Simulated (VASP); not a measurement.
# Os (P6/mmm) in VASP: notebook, part 2 of 2

VASP 6.6.1.

## Step 3: Single point, BLYP

This run uses another cell than the first one, of 15.35 Å³/atom.

INCAR

```
SYSTEM = Os
PREC     = Accurate       ! precision mode
ENCUT    = 520            ! plane-wave cutoff, eV
EDIFF    = 1E-6           ! SCF threshold, eV
ISMEAR   = -1             ! smearing method
SIGMA    = 0.1            ! smearing width, eV
LREAL    = .False.        ! projectors in reciprocal space
LASPH    = .True.         ! aspherical terms in the spheres
NELM     = 100            ! most SCF steps
ALGO     = Normal         ! electronic algorithm
ISIF     = 2              ! what is computed and relaxed
LWAVE    = .False.        ! write WAVECAR
LCHARG   = .False.        ! write CHGCAR
GGA      = B5             ! functional
ALDAX    = 1.0          
AGGAX    = 1.0          
AGGAC    = 1.0          
ALDAC    = 0.0          
NBANDS   = 19             ! bands
```

KPOINTS

```
regular mesh
0
Gamma
  11 11 15
  0 0 0
```

POSCAR

```
Os
1.0
    4.3825920237      0.0000000000      0.0000000000
   -2.1912960119      3.7954360270      0.0000000000
    0.0000000000      0.0000000000      2.7678995197
Os
3
Direct
    1.0000000000      1.0000000000      0.0000000000
    0.3333333333      0.6666666667      0.5000000000
    0.6666666667      0.3333333333      0.5000000000
```

Potentials or basis: VASP PAW PBE potentials, release 64 (Os).

Command:

```console
> cat potpaw_PBE.64/Os/POTCAR > POTCAR
> mpirun -np 1 vasp_std > vasp.out
```

OUTCAR:

```text
SYSTEM = Os
   PREC = Accurate
   ENCUT = 520
   EDIFF = 1E-6
   ISMEAR = -1
   LREAL = .False.
   LASPH = .True.
   NELM = 100
   ISIF = 2
   GGA = B5

 ion  position               nearest neighbor table
   1  0.000  0.000  0.000-   2 2.88   3 2.88   2 2.88   3 2.88   3 2.88   3 2.88   2 2.88   2 2.88
                             3 2.88   3 2.88   2 2.88   2 2.88
   2  0.333  0.667  0.500-   3 2.53   3 2.53   3 2.53   1 2.88   1 2.88   1 2.88   1 2.88   1 2.88
                             1 2.88
   3  0.667  0.333  0.500-   2 2.53   2 2.53   2 2.53   1 2.88   1 2.88   1 2.88   1 2.88   1 2.88
                             1 2.88

  LATTYP: Found a hexagonal cell.
 ALAT       =     4.3825920237
 C/A-ratio  =     0.6315667771

  Lattice vectors:

 A1 = (   4.3825920237,   0.0000000000,   0.0000000000)
 A2 = (  -2.1912960119,   3.7954360270,   0.0000000000)
 A3 = (   0.0000000000,   0.0000000000,   2.7678995197)

Analysis of symmetry for initial positions (statically):
=====================================================================
 Subroutine PRICEL returns:
 Original cell was already a primitive cell.

 Routine SETGRP: Setting up the symmetry group for a
 hexagonal supercell.

 Subroutine GETGRP returns: Found 24 space group operations
 (whereof 24 operations were pure point group operations)
 out of a pool of 24 trial point group operations.

The static configuration has the point symmetry D_6h.

Analysis of symmetry for dynamics (positions and initial velocities):
=====================================================================
 Subroutine PRICEL returns:
 Original cell was already a primitive cell.

 Routine SETGRP: Setting up the symmetry group for a
 hexagonal supercell.

 Subroutine GETGRP returns: Found 24 space group operations
 (whereof 24 operations were pure point group operations)
 out of a pool of 24 trial point group operations.

The dynamic configuration has the point symmetry D_6h.

 Subroutine INISYM returns: Found 24 space group operations
 (whereof 24 operations are pure point group operations),
 and found     1 'primitive' translations

----------------------------------------------------------------------------------------

                                     Primitive cell

  volume of cell :      46.0408

  direct lattice vectors                    reciprocal lattice vectors
     4.382592024  0.000000000  0.000000000     0.228175471  0.131737170  0.000000000
    -2.191296012  3.795436027  0.000000000     0.000000000  0.263474339  0.000000000
     0.000000000  0.000000000  2.767899520     0.000000000  0.000000000  0.361284791

  length of vectors
     4.382592024  4.382592024  2.767899520     0.263474339  0.263474339  0.361284791

  position of ions in fractional coordinates (direct lattice)
     0.000000000  0.000000000  0.000000000
     0.333333333  0.666666667  0.500000000
     0.666666667  0.333333333  0.500000000

  ion indices of the primitive-cell ions
   primitive index   ion index
                 1           1
                 2           2
                 3           3

----------------------------------------------------------------------------------------

 KPOINTS: regular mesh

Automatic generation of k-mesh.
 Grid dimensions read from file:
 generate k-points for:   11   11   15

 Generating k-lattice:

  Cartesian coordinates                     Fractional coordinates (reciprocal lattice)
     0.020743225  0.011976106  0.000000000     0.090909091 -0.000000000  0.000000000
     0.000000000  0.023952213  0.000000000     0.000000000  0.090909091  0.000000000
     0.000000000  0.000000000  0.024085653     0.000000000  0.000000000  0.066666667

  Length of vectors
     0.023952213  0.023952213  0.024085653

  Shift w.r.t. Gamma in fractional coordinates (k-lattice)
     0.000000000  0.000000000  0.000000000

 Subroutine IBZKPT returns following result:
 ===========================================

 Found    128 irreducible k-points:

 Following reciprocal coordinates:
            Coordinates               Weight
  0.000000  0.000000  0.000000      1.000000
  0.090909  0.000000  0.000000      6.000000
  0.181818  0.000000  0.000000      6.000000
  0.272727  0.000000  0.000000      6.000000
  0.363636  0.000000  0.000000      6.000000
  0.454545  0.000000  0.000000      6.000000
[... 16 lines left out ...]
  0.090909  0.090909  0.066667     12.000000
  0.181818  0.090909  0.066667     24.000000
 [... further k-points ...]
   k-points           NKPTS =    128   k-points in BZ     NKDIM =    128   number of bands    NBANDS=     19
   number of dos      NEDOS =    301   number of ions     NIONS =      3
   total plane-waves  NPLWV =  31104
   dimension x,y,z NGX =    36 NGY =   36 NGZ =   24
   dimension x,y,z NGXF=    72 NGYF=   72 NGZF=   48
   ions per type =               3
   NGX,Y,Z   is equivalent  to a cutoff of  13.66, 13.66, 14.41 a.u.
   NGXF,Y,Z  is equivalent  to a cutoff of  27.31, 27.31, 28.83 a.u.
 SYSTEM =  Os
   PREC   = accura    normal or accurate (medium, high low for compatibility)
   ISTART =      0    job   : 0-new  1-cont  2-samecut
   ICHARG =      2    charge: 1-file 2-atom 10-const
   ISPIN  =      1    spin polarized calculation?
   LNONCOLLINEAR =      F non collinear calculations
   LSORBIT =      F    spin-orbit coupling
   LASPH  =      T    aspherical Exc in radial PAW
   ENCUT  =  520.0 eV  38.22 Ry    6.18 a.u.   8.15  8.15  5.15*2*pi/ulx,y,z
   NELM   =    100;   NELMIN=  2; NELMDL= -5     # of ELM steps
   EDIFF  = 0.1E-05   stopping-criterion for ELM
   LREAL  =      F    real-space projection
   EDIFFG = 0.1E-04   stopping-criterion for IOM
   NSW    =      0    number of steps for IOM
   IBRION =     -1    ionic relax: 0-MD 1-quasi-New 2-CG
   NFREE  =      0    steps in history (QN), initial steepest desc. (CG)
   ISIF   =      2    stress and relaxation
   ISYM   =      2    0-nonsym 1-usesym 2-fastsym
   POTIM  = 0.5000    time-step for ionic-motion
   TEBEG  =    0.0;   TEEND  =   0.0 temperature during run
   PSTRESS=    0.0 pullay stress
   NELECT =      24.0000    total number of electrons
   NUPDOWN=      -1.0000    fix difference up-down
   EMIN   =  10.00;   EMAX   =-10.00  energy-range for DOS
   EFERMI =   0.00;   METHOD = LEGACY
   ISMEAR =    -1;   SIGMA  =   0.10  broadening in eV -4-tet -1-fermi 0-gaus
   EFERMI_NEDOS =   21; number of points for ismear=-14 and -15
   IALGO  =     38    algorithm
   IMIX   =      4    mixing-type and parameters
     AMIX     =   0.40;   BMIX     =  1.00
     AMIX_MAG =   1.60;   BMIX_MAG =  1.00
  volume/ion in A,a.u.               =      15.35       103.57
  Fermi-wavevector in a.u.,A,eV,Ry     =   1.317541  2.489792 23.618558  1.735915
  Thomas-Fermi vector in A             =   2.447575
   LORBIT       =      0    0 simple, 1 ext, 2 COOP (PROOUT), +10 PAW based schemes
   GGA     = B5    functional components
   LHFCALC =     F    Hartree Fock is set to
   AEXX    =    0.0000 exact exchange contribution
   IVDW    =     0    specifies the selected vdW correction
   LEPSILON=     F    determine dielectric tensor
   LRPA    =     F    only Hartree local field effects (RPA)
 non-spin polarized calculation
  energy-cutoff  :      520.00
  volume of cell :       46.04
 maximum number of plane-waves:      1270
 NGX is ok and might be reduce to    36
   NGX = 17   NGY = 17   NGZ = 11

 number of electron      23.9999997 magnetization

 Free energy of the ion-electron system (eV)
  ---------------------------------------------------
  ext. energy  EPLUGINS =         0.00000000
  ---------------------------------------------------
  free energy    TOTEN  =       -28.12308179 eV

  energy without entropy =      -28.02510288  energy(sigma->0) =      -28.07409233

 E-fermi :   8.9194     XC(G=0): -12.8037

 val. band max:        8.9186345978   @ k =   0.2727   0.0909   0.0667
 cond. band min:       8.9279542842   @ k =   0.1818   0.0000   0.1333
 fundamental gap:      0.0093196864
 Fermi energy:         8.9194489824

 k-point     1 :       0.0000    0.0000    0.0000
  band No.  band energies     occupation
      1      -1.2021      2.00000
      2       2.5058      2.00000
      3       4.8951      2.00000
      4       5.1386      2.00000
      5       5.1386      2.00000
      6       5.1891      2.00000
[... 505 lines left out ...]
      6       5.5441      2.00000
[... 11 lines left out ...]
     18      14.1764      0.00000
     19      17.0994      0.00000

 [... further k-points ...]

------------------------ aborting loop because EDIFF is reached ----------------------------------------

  FORCE on cell =-STRESS in cart. coord.  units (eV):
  Direction    XX          YY          ZZ          XY          YZ          ZX
  --------------------------------------------------------------------------------------
  -------------------------------------------------------------------------------------
  Total        0.6506374      0.6506374      0.6890480     -0.0000000     -0.0000000      0.0000000
  in kB       22.6415710     22.6415710     23.9782228     -0.0000000     -0.0000000      0.0000000
  external PRESSURE =      23.0871216 kB  Pullay stress =       0.0000000 kB

 VOLUME and BASIS-vectors are now :
 -----------------------------------------------------------------------------
  energy-cutoff  :      520.00
  volume of cell :       46.04
      direct lattice vectors                 reciprocal lattice vectors
     4.382592024  0.000000000  0.000000000     0.228175471  0.131737170  0.000000000
    -2.191296012  3.795436027  0.000000000     0.000000000  0.263474339  0.000000000
     0.000000000  0.000000000  2.767899520     0.000000000  0.000000000  0.361284791

 POSITION                                       TOTAL-FORCE (eV/Angst)
 -----------------------------------------------------------------------------------
      0.00000      0.00000      0.00000         0.000000      0.000000      0.000000
     -0.00000      2.53029      1.38395         0.000000     -0.000000     -0.000000
      2.19130      1.26515      1.38395        -0.000000      0.000000      0.000000
 -----------------------------------------------------------------------------------
    total drift:                               -0.000000      0.000000     -0.000000

  FREE ENERGIE OF THE ION-ELECTRON SYSTEM (eV)
  ---------------------------------------------------
  free  energy   TOTEN  =       -28.1230817855 eV

  energy  without entropy=      -28.0251028751  energy(sigma->0) =      -28.07409233
```

It took 2.8 min on 1 thread of Intel Xeon 8259CL, shared host; peak memory 0.24 GiB.

Results:

```yaml
Free_energy: -28.1231 eV
Pressure: 2.3 GPa
Band_gap_on_the_k_mesh: zero (bands 12 and 13 overlap by 2.51 eV)
```

Stress tensor (GPa, compression positive):
```
2.26 0.00 0.00
0.00 2.26 0.00
0.00 0.00 2.40
```

Levels at points of the mesh, in eV from the Fermi level:
```
           k point  band 10  band 11  band 12  band 13  band 14  band 15
(0.00, 0.00, 0.00)    -2.23    -1.51    -1.51    -1.43    -1.43     2.10
```

Caveat: the PAW data sets were made with another functional, which shifts forces and pressure a little; spin-orbit coupling is left out, which moves the levels of the heavy elements.
